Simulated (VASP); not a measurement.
# AlNi (Cmmm) in VASP: notebook

AlNi is run at these levels: r2SCAN; tasks: single point.

Program: VASP 6.6.1. These are calculated values, not measurements. Logs are shortened: lines on timing, memory, paths and dates and some standing lists are left out, and cuts for length are marked.

## (1) The cell of the first run

The structure is orthorhombic, space group Cmmm (No. 65). The conventional cell has a = 3.877 Å, b = 3.906 Å, c = 3.099 Å, α = 90.00°, β = 90.00°, γ = 90.00°. Within 3.3 Å of Al (site symmetry mmm) lie 8 Ni at 2.48 to 2.49 Å and 6 Al at 2.75 to 3.10 Å. Ni (site symmetry mmm) has 8 Al at 2.48 to 2.49 Å and 6 Ni at 2.75 to 3.10 Å within 3.3 Å.

## (2) Single point, r2SCAN

File POSCAR:

```
AlNi
1.0
    1.9386940000     -1.9531901500      0.0000000000
    1.9386940000      1.9531901500      0.0000000000
    0.0000000000      0.0000000000      3.0994300413
Al Ni
1 1
Direct
    0.0000000000      0.0000000000      0.0000000000
    0.5000000000      0.5000000000      0.5000000000
```

File INCAR.step1:

```
SYSTEM = AlNi
ALGO = Normal
EDIFF = 1E-4
ENCUT = 520
GGA = PE
ISMEAR = 0
LASPH = .TRUE.
LCHARG = .FALSE.
LREAL = .FALSE.
LWAVE = .TRUE.
NBANDS = 14
NELM = 60
PREC = Accurate
SIGMA = 0.02
```

File INCAR.step2:

```
SYSTEM = AlNi
ALGO = Normal
EDIFF = 1E-7
ENCUT = 520
ISIF = 2
ISMEAR = 0
ISTART = 1
LASPH = .TRUE.
LCHARG = .FALSE.
LMIXTAU = .TRUE.
LREAL = .FALSE.
LWAVE = .FALSE.
METAGGA = R2SCAN
NBANDS = 14
NELM = 60
PREC = Accurate
SIGMA = 0.02
```

File KPOINTS:

```
k-points
0
G
  16 16 14
  0 0 0
```

Potentials or basis: VASP PAW PBE potentials, release 64 (Al, Ni).

The run is started by

```bash
$ cat potpaw_PBE.64/Al/POTCAR potpaw_PBE.64/Ni/POTCAR > POTCAR
$ cp INCAR.step1 INCAR
$ mpirun -np 1 vasp_std > vasp.out
$ cp INCAR.step2 INCAR
$ mpirun -np 1 vasp_std > vasp.out
```

OUTCAR:

```text
SYSTEM = AlNi
   EDIFF = 1E-7
   ENCUT = 520
   ISIF = 2
   ISMEAR = 0
   ISTART = 1
   LASPH = .TRUE.
   LREAL = .FALSE.
   METAGGA = R2SCAN
   NELM = 60
   PREC = Accurate

 ion  position               nearest neighbor table
   1  0.000  0.000  0.000-   2 2.48   2 2.48   2 2.48   2 2.48   2 2.49   2 2.49   2 2.49   2 2.49

   2  0.500  0.500  0.500-   1 2.48   1 2.48   1 2.48   1 2.48   1 2.49   1 2.49   1 2.49   1 2.49

  LATTYP: Found a base centered orthorhombic cell.
 ALAT       =     3.8773880000
 B/A-ratio  =     1.0074772759
 C/A-ratio  =     0.7993603017

  Lattice vectors:

 A1 = (   1.9386940000,  -1.9531901500,   0.0000000000)
 A2 = (   1.9386940000,   1.9531901500,   0.0000000000)
 A3 = (   0.0000000000,   0.0000000000,   3.0994300413)

Analysis of symmetry for initial positions (statically):
=====================================================================
 Subroutine PRICEL returns:
 Original cell was already a primitive cell.

 Routine SETGRP: Setting up the symmetry group for a
 base centered orthorhombic supercell.

 Subroutine GETGRP returns: Found  8 space group operations
 (whereof  8 operations were pure point group operations)
 out of a pool of  8 trial point group operations.

The static configuration has the point symmetry D_2h.

Analysis of symmetry for dynamics (positions and initial velocities):
=====================================================================
 Subroutine PRICEL returns:
 Original cell was already a primitive cell.

 Routine SETGRP: Setting up the symmetry group for a
 base centered orthorhombic supercell.

 Subroutine GETGRP returns: Found  8 space group operations
 (whereof  8 operations were pure point group operations)
 out of a pool of  8 trial point group operations.

The dynamic configuration has the point symmetry D_2h.

 Subroutine INISYM returns: Found  8 space group operations
 (whereof  8 operations are pure point group operations),
 and found     1 'primitive' translations

----------------------------------------------------------------------------------------

                                     Primitive cell

  volume of cell :      23.4728

  direct lattice vectors                    reciprocal lattice vectors
     1.938694000 -1.953190150  0.000000000     0.257905580 -0.255991461  0.000000000
     1.938694000  1.953190150  0.000000000     0.257905580  0.255991461  0.000000000
     0.000000000  0.000000000  3.099430041     0.000000000  0.000000000  0.322639965

  length of vectors
     2.751996764  2.751996764  3.099430041     0.363382603  0.363382603  0.322639965

  position of ions in fractional coordinates (direct lattice)
     0.000000000  0.000000000  0.000000000
     0.500000000  0.500000000  0.500000000

  ion indices of the primitive-cell ions
   primitive index   ion index
                 1           1
                 2           2

----------------------------------------------------------------------------------------

 KPOINTS: k-points

Automatic generation of k-mesh.
 Grid dimensions read from file:
 generate k-points for:   16   16   14

 Generating k-lattice:

  Cartesian coordinates                     Fractional coordinates (reciprocal lattice)
     0.016119099 -0.015999466  0.000000000     0.062500000  0.000000000  0.000000000
     0.016119099  0.015999466  0.000000000     0.000000000  0.062500000  0.000000000
     0.000000000  0.000000000  0.023045712     0.000000000  0.000000000  0.071428571

  Length of vectors
     0.022711413  0.022711413  0.023045712

  Shift w.r.t. Gamma in fractional coordinates (k-lattice)
     0.000000000  0.000000000  0.000000000

 Subroutine IBZKPT returns following result:
 ===========================================

 Found    584 irreducible k-points:

 Following reciprocal coordinates:
            Coordinates               Weight
  0.000000  0.000000  0.000000      1.000000
  0.062500  0.000000  0.000000      4.000000
  0.125000  0.000000  0.000000      4.000000
  0.187500  0.000000  0.000000      4.000000
  0.250000  0.000000  0.000000      4.000000
  0.312500 -0.000000  0.000000      4.000000
[... 16 lines left out ...]
 -0.125000  0.062500  0.000000      4.000000
 -0.062500  0.062500  0.000000      2.000000
 [... further k-points ...]
   k-points           NKPTS =    584   k-points in BZ     NKDIM =    584   number of bands    NBANDS=     14
   number of dos      NEDOS =    301   number of ions     NIONS =      2
   total plane-waves  NPLWV =   9600
   dimension x,y,z NGX =    20 NGY =   20 NGZ =   24
   dimension x,y,z NGXF=    40 NGYF=   40 NGZF=   48
   ions per type =               1   1
   NGX,Y,Z   is equivalent  to a cutoff of  12.08, 12.08, 12.87 a.u.
   NGXF,Y,Z  is equivalent  to a cutoff of  24.16, 24.16, 25.75 a.u.
 SYSTEM =  AlNi
   PREC   = accura    normal or accurate (medium, high low for compatibility)
   ISTART =      1    job   : 0-new  1-cont  2-samecut
   ICHARG =      0    charge: 1-file 2-atom 10-const
   ISPIN  =      1    spin polarized calculation?
   LNONCOLLINEAR =      F non collinear calculations
   LSORBIT =      F    spin-orbit coupling
   LASPH  =      T    aspherical Exc in radial PAW
   ENCUT  =  520.0 eV  38.22 Ry    6.18 a.u.   5.12  5.12  5.76*2*pi/ulx,y,z
   NELM   =     60;   NELMIN=  2; NELMDL=  0     # of ELM steps
   EDIFF  = 0.1E-06   stopping-criterion for ELM
   LREAL  =      F    real-space projection
   EDIFFG = 0.1E-05   stopping-criterion for IOM
   NSW    =      0    number of steps for IOM
   IBRION =     -1    ionic relax: 0-MD 1-quasi-New 2-CG
   NFREE  =      0    steps in history (QN), initial steepest desc. (CG)
   ISIF   =      2    stress and relaxation
   ISYM   =      2    0-nonsym 1-usesym 2-fastsym
   POTIM  = 0.5000    time-step for ionic-motion
   TEBEG  =    0.0;   TEEND  =   0.0 temperature during run
   PSTRESS=    0.0 pullay stress
   NELECT =      13.0000    total number of electrons
   NUPDOWN=      -1.0000    fix difference up-down
   EMIN   =  10.00;   EMAX   =-10.00  energy-range for DOS
   EFERMI =   0.00;   METHOD = LEGACY
   ISMEAR =     0;   SIGMA  =   0.02  broadening in eV -4-tet -1-fermi 0-gaus
   EFERMI_NEDOS =   21; number of points for ismear=-14 and -15
   IALGO  =     38    algorithm
   IMIX   =      4    mixing-type and parameters
     AMIX     =   0.40;   BMIX     =  1.00
     AMIX_MAG =   1.60;   BMIX_MAG =  1.00
  volume/ion in A,a.u.               =      11.74        79.20
  Fermi-wavevector in a.u.,A,eV,Ry     =   1.344417  2.540580 24.591955  1.807458
  Thomas-Fermi vector in A             =   2.472413
   LORBIT       =      0    0 simple, 1 ext, 2 COOP (PROOUT), +10 PAW based schemes
   METAGGA = R2SCAN    functional components
   LHFCALC =     F    Hartree Fock is set to
   AEXX    =    0.0000 exact exchange contribution
   IVDW    =     0    specifies the selected vdW correction
   LEPSILON=     F    determine dielectric tensor
   LRPA    =     F    only Hartree local field effects (RPA)
 non-spin polarized calculation
 Gauss-broadening in eV      SIGMA  =   0.02
  energy-cutoff  :      520.00
  volume of cell :       23.47
 maximum number of plane-waves:       646
   NGX = 11   NGY = 11   NGZ = 11

 number of electron      13.0000022 magnetization

 Free energy of the ion-electron system (eV)
  ---------------------------------------------------
  ext. energy  EPLUGINS =         0.00000000
  ---------------------------------------------------
  free energy    TOTEN  =       -20.01999030 eV

  energy without entropy =      -20.01975879  energy(sigma->0) =      -20.01987454

 E-fermi :  10.1623     XC(G=0): -13.1120

 val. band max:       10.1612058277   @ k =  -0.3125   0.1875   0.3571
 cond. band min:      10.1634195257   @ k =   0.5000   0.3125   0.5000
 fundamental gap:      0.0022136980
 Fermi energy:        10.1623463934

 k-point     1 :       0.0000    0.0000    0.0000
  band No.  band energies     occupation
      1      -1.7340      2.00000
      2       6.5633      2.00000
      3       6.7654      2.00000
      4       8.4172      2.00000
      5       8.4361      2.00000
      6       8.6802      2.00000
      7      13.2878      0.00000
      8      17.5437      0.00000
      9      17.6740      0.00000
     10      17.7186      0.00000
     11      19.1141      0.00000
     12      26.0401      0.00000
     13      31.6188      0.00000
     14      31.6325      0.00000

 k-point     2 :       0.0625    0.0000    0.0000
  band No.  band energies     occupation
      1      -1.6511      2.00000
      2       6.5855      2.00000
      3       6.7724      2.00000
      4       8.3652      2.00000
      5       8.4327      2.00000
      6       8.6483      2.00000
      7      13.4163      0.00000
      8      16.4100      0.00000
      9      17.7014      0.00000
     10      17.7962      0.00000
     11      20.0842      0.00000
     12      26.4056      0.00000
     13      30.4031      0.00000
     14      31.6430      0.00000

 k-point     3 :       0.1250    0.0000    0.0000
  band No.  band energies     occupation
      1      -1.4033      2.00000
      2       6.6417      2.00000
      3       6.7871      2.00000
      4       8.2065      2.00000
      5       8.4453      2.00000
      6       8.5594      2.00000
      7      13.7821      0.00000
      8      14.7259      0.00000
      9      17.7559      0.00000
     10      18.0898      0.00000
     11      21.2460      0.00000
     12      27.4967      0.00000
     13      28.5863      0.00000
     14      31.5832      0.00000
[... 324 lines left out ...]
 k-point    23 :      -0.1250    0.0625    0.0000
  band No.  band energies     occupation
      1      -1.3236      2.00000
      2       6.6618      2.00000
      3       6.8023      2.00000
      4       8.2095      2.00000
      5       8.3940      2.00000
      6       8.5204      2.00000
      7      13.9010      0.00000
      8      14.7621      0.00000
      9      16.8095      0.00000
     10      18.3580      0.00000
     11      21.9735      0.00000
     12      27.6871      0.00000
     13      28.6460      0.00000
     14      30.6361      0.00000

 k-point    24 :      -0.0625    0.0625    0.0000
  band No.  band energies     occupation
      1      -1.5696      2.00000
      2       6.6068      2.00000
      3       6.7823      2.00000
      4       8.3586      2.00000
      5       8.3863      2.00000
      6       8.6138      2.00000
      7      13.5412      0.00000
      8      16.2376      0.00000
      9      16.7546      0.00000
     10      18.1708      0.00000
     11      20.8176      0.00000
     12      26.7167      0.00000
     13      30.2749      0.00000
     14      30.6886      0.00000

 [... further k-points ...]
[... 5 lines left out ...]
  --------------------------------------------------------------------------------------
  -------------------------------------------------------------------------------------
  Total        0.5349234      0.2711667     -0.6726063      0.0000000      0.0000000      0.0000000
  in kB       36.5120762     18.5089292    -45.9098485      0.0000000      0.0000000      0.0000000
  external PRESSURE =       3.0370523 kB  Pullay stress =       0.0000000 kB

 VOLUME and BASIS-vectors are now :
 -----------------------------------------------------------------------------
  energy-cutoff  :      520.00
  volume of cell :       23.47
      direct lattice vectors                 reciprocal lattice vectors
     1.938694000 -1.953190150  0.000000000     0.257905580 -0.255991461  0.000000000
     1.938694000  1.953190150  0.000000000     0.257905580  0.255991461  0.000000000
     0.000000000  0.000000000  3.099430041     0.000000000  0.000000000  0.322639965

 POSITION                                       TOTAL-FORCE (eV/Angst)
 -----------------------------------------------------------------------------------
      0.00000      0.00000      0.00000         0.000000     -0.000000      0.000000
      1.93869      0.00000      1.54972        -0.000000      0.000000      0.000000
 -----------------------------------------------------------------------------------
    total drift:                                0.000000      0.000000      0.000000

  FREE ENERGIE OF THE ION-ELECTRON SYSTEM (eV)
  ---------------------------------------------------
  free  energy   TOTEN  =       -20.0199902962 eV

  energy  without entropy=      -20.0197587923  energy(sigma->0) =      -20.01987454
```

Wall time 7 min (1 thread of Intel Xeon Platinum 8259CL at 2.50GHz (Skylake/Cascade Lake), shared host); peak memory 0.3 GiB.

Results:

| Property | Result |
| --- | --- |
| Free energy | -20.0200 eV |
| Pressure | 0.3 GPa |
| Band gap on the k mesh | zero (an odd number of electrons rules out a gap without spin polarisation) |

Stress tensor (GPa, compression positive):
```
 3.65  0.00  0.00
 0.00  1.85  0.00
 0.00  0.00 -4.59
```

Caveat: the PAW data sets were made with another functional, which shifts forces and pressure a little. Spin polarisation is off, so any magnetic state and its effect on volume and gap are missing.

## (3) Single point, r2SCAN

POSCAR is that of step 2.

File INCAR.step1:

```
  ALGO = Normal
  EDIFF = 1E-4
  ENCUT = 520
  GGA = PE
  ISMEAR = 0
  LASPH = True
  LCHARG = False
  LREAL = False
  LWAVE = True
  NBANDS = 14
  NELM = 80
  PREC = Accurate
  SIGMA = 0.05
```

File INCAR.step2:

```
  ALGO = Normal
  EDIFF = 1E-6
  ENCUT = 520
  ISIF = 2
  ISMEAR = 0
  ISTART = 1
  LASPH = True
  LCHARG = False
  LMIXTAU = True
  LREAL = False
  LWAVE = False
  METAGGA = R2SCAN
  NBANDS = 14
  NELM = 80
  PREC = Accurate
  SIGMA = 0.05
```

File KPOINTS:

```
k-points
0
Gamma
  16 16 14
```

Potentials or basis: VASP PAW PBE potentials, release 64 (Al, Ni).

The run is started by

```bash
$ cat potpaw_PBE.64/Al/POTCAR potpaw_PBE.64/Ni/POTCAR > POTCAR
$ cp INCAR.step1 INCAR
$ mpirun -np 1 vasp_std > vasp.out
$ cp INCAR.step2 INCAR
$ mpirun -np 1 vasp_std > vasp.out
```

Wall time 5.9 min (1 thread of Intel Xeon Platinum 8259CL at 2.50GHz (Skylake/Cascade Lake), shared host); peak memory 0.3 GiB.

The run converged. Its results:

| Item | Value |
| --- | --- |
| Free energy | -20.0206 eV |
| Pressure | 0.3 GPa |
| Band gap on the k mesh | zero (an odd number of electrons rules out a gap without spin polarisation) |

Stress tensor (GPa, compression positive):
```
 3.62  0.00  0.00
 0.00  1.93  0.00
 0.00  0.00 -4.53
```

Levels at points of the mesh, in eV from the Fermi level:
| k point | band 5 | band 6 | band 7 | band 8 | band 9 | band 10 |
| --- | --- | --- | --- | --- | --- | --- |
| (0.00, 0.00, 0.00) | -1.72 | -1.48 | 3.13 | 7.39 | 7.52 | 7.56 |
| (0.50, 0.00, 0.00) | -2.22 | -1.60 | -0.37 | 8.18 | 8.28 | 9.94 |
| (0.50, 0.50, 0.00) | -2.56 | -2.50 | -0.86 | 2.31 | 3.52 | 11.65 |
| (0.00, 0.00, 0.50) | -2.17 | -1.44 | -1.31 | 8.76 | 11.80 | 11.85 |
| (0.50, 0.00, 0.50) | -2.14 | -2.00 | -1.29 | 1.40 | 2.38 | 14.68 |
| (0.50, 0.50, 0.50) | -0.85 | 1.85 | 2.11 | 2.24 | 4.21 | 4.31 |

Caveat: the PAW data sets were made with another functional, which shifts forces and pressure a little. Spin polarisation is off, so any magnetic state and its effect on volume and gap are missing.

## (4) Single point, r2SCAN

POSCAR is that of step 3.

File INCAR.step1:

```
PREC     = Accurate       # precision mode
ENCUT    = 520            # plane-wave cutoff, eV
ISMEAR   = -1             # smearing method
SIGMA    = 0.1            # smearing width, eV
LREAL    = F              # projectors in reciprocal space
LASPH    = T              # aspherical terms in the spheres
NELM     = 100            # most SCF steps
NBANDS   = 14             # bands
GGA      = PE             # functional
ALGO     = Normal         # electronic algorithm
EDIFF    = 1E-4           # SCF threshold, eV
LWAVE    = T              # write WAVECAR
LCHARG   = F              # write CHGCAR
```

File INCAR.step2:

```
PREC     = Accurate       # precision mode
ENCUT    = 520            # plane-wave cutoff, eV
EDIFF    = 1E-6           # SCF threshold, eV
ISMEAR   = -1             # smearing method
SIGMA    = 0.1            # smearing width, eV
LREAL    = F              # projectors in reciprocal space
LASPH    = T              # aspherical terms in the spheres
NELM     = 100            # most SCF steps
ALGO     = Normal         # electronic algorithm
ISIF     = 2              # what is computed and relaxed
LWAVE    = F              # write WAVECAR
LCHARG   = F              # write CHGCAR
METAGGA  = R2SCAN         # meta-GGA
LMIXTAU  = T            
NBANDS   = 14             # bands
ISTART   = 1
```

File KPOINTS:

```
regular mesh
0
Gamma
  16 16 14
```

The run is started by

```bash
$ cat potpaw_PBE.64/Al/POTCAR potpaw_PBE.64/Ni/POTCAR > POTCAR
$ cp INCAR.step1 INCAR
$ mpirun -np 1 vasp_std > vasp.out
$ cp INCAR.step2 INCAR
$ mpirun -np 1 vasp_std > vasp.out
```

It took 6.1 min on 1 thread of Intel Xeon Platinum 8259CL at 2.50GHz (Skylake/Cascade Lake), shared host; peak memory 0.29 GiB.

The run converged. Its results:

- Free energy: -20.0352 eV
- Pressure: 0.5 GPa
- Band gap on the k mesh: zero (an odd number of electrons rules out a gap without spin polarisation)

Stress tensor (GPa, compression positive):
```
 3.64  0.00  0.00
 0.00  1.99  0.00
 0.00  0.00 -4.21
```

Levels at points of the mesh, in eV from the Fermi level:
```tsv
k point	band 5	band 6	band 7	band 8	band 9	band 10
(0.00, 0.00, 0.00)	-1.72	-1.48	3.14	7.39	7.52	7.57
(0.50, 0.00, 0.00)	-2.21	-1.60	-0.37	8.19	8.28	9.95
(0.50, 0.50, 0.00)	-2.56	-2.50	-0.86	2.32	3.52	11.65
(0.00, 0.00, 0.50)	-2.16	-1.43	-1.31	8.77	11.81	11.85
(0.50, 0.00, 0.50)	-2.14	-1.99	-1.29	1.40	2.38	14.69
(0.50, 0.50, 0.50)	-0.85	1.85	2.12	2.25	4.22	4.32
```

Caveat: the PAW data sets were made with another functional, which shifts forces and pressure a little. Spin polarisation is off, so any magnetic state and its effect on volume and gap are missing.

(Continued in part 2 of 2.)
